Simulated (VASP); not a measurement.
Os, 1 atom in the cell. It takes space group Pm-3m (No. 221, cubic). The conventional cell has a = 2.558 Å, b = 2.558 Å, c = 2.558 Å, α = 90.00°, β = 90.00°, γ = 90.00°. Os (site symmetry m-3m) has 6 Os at 2.56 Å within 3.4 Å. 

| Quantity | Value |
| --- | --- |
| Program | VASP 6.6.1 |
| Task | single point |
| Functional | PBE |
| Potentials or basis | VASP PAW PBE potentials, release 64 (Os) |
| Cutoff | 520 eV |
| k mesh | 17 × 17 × 17 |
| Occupations | fermi-dirac, width 0.08 eV |
| Spin | no spin polarisation |
| Dipole correction | no |
| Further INCAR settings | ALGO = Normal; EDIFF = 1e-06; NBANDS = 10 |

Potentials or basis: VASP PAW PBE potentials, release 64 (Os).

Run with:

```console
$ cat potpaw_PBE.64/Os/POTCAR > POTCAR
$ mpirun -np 1 vasp_std > vasp.out
```

Hardware: 1 thread of Intel(R) Xeon(R) Platinum 8488C (Sapphire Rapids), on a shared host.

**Question.** Estimate the wall time of this run.

**Answer.** It took 15 s on 1 thread of Intel(R) Xeon(R) Platinum 8488C (Sapphire Rapids), on a shared host, peak memory 0.14 GiB. Counts: scf iterations 11, k points 165.
